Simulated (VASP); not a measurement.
Input of a VASP 6.6.1 run:

Contents of INCAR:

```
PREC = Accurate
ENCUT = 520
EDIFF = 1E-7
ISMEAR = 0
SIGMA = 0.1
LREAL = F
LASPH = T
NELM = 100
ALGO = Normal
ISIF = 2
LWAVE = F
LCHARG = F
GGA = PE
NBANDS = 34
```

KPOINTS

```
regular mesh
0
Gamma
  12 12 4
```

File POSCAR:

```
Ga2SeS3
1.0
    5.0057375203      0.0000000000      0.0000000000
   -2.5028687601      4.3350958573      0.0000000000
    0.0000000000      0.0000000000      9.3692950908
Ga Se S
2 1 3
Direct
    0.3333333333      0.6666666667      0.0000000000
    0.6666666667      0.3333333333      0.0000000000
    0.0000000000      0.0000000000      0.5000000000
    0.0000000000      0.0000000000      0.2569223754
    0.0000000000      0.0000000000      0.7430776246
    0.0000000000      0.0000000000      0.0000000000
```

Potentials or basis: VASP PAW PBE potentials, release 64 (Ga_d, Se, S).

Launch:

```bash
$ cat potpaw_PBE.64/Ga_d/POTCAR potpaw_PBE.64/Se/POTCAR potpaw_PBE.64/S/POTCAR > POTCAR
$ mpirun -np 1 vasp_std > vasp.out
```

Question: What does it give for the pressure?

Answer: 0.0 GPa.

Question: Estimate the band gap on the k mesh.

Answer: Zero (bands 25 and 26 overlap by 0.62 eV).

Forces in eV/Å, atoms in the order of the input:
```
Ga   0.000  0.000  0.000
Ga   0.000  0.000  0.000
Se   0.000  0.000  0.000
S    0.000  0.000 -0.002
S    0.000  0.000  0.002
S    0.000  0.000  0.000
```
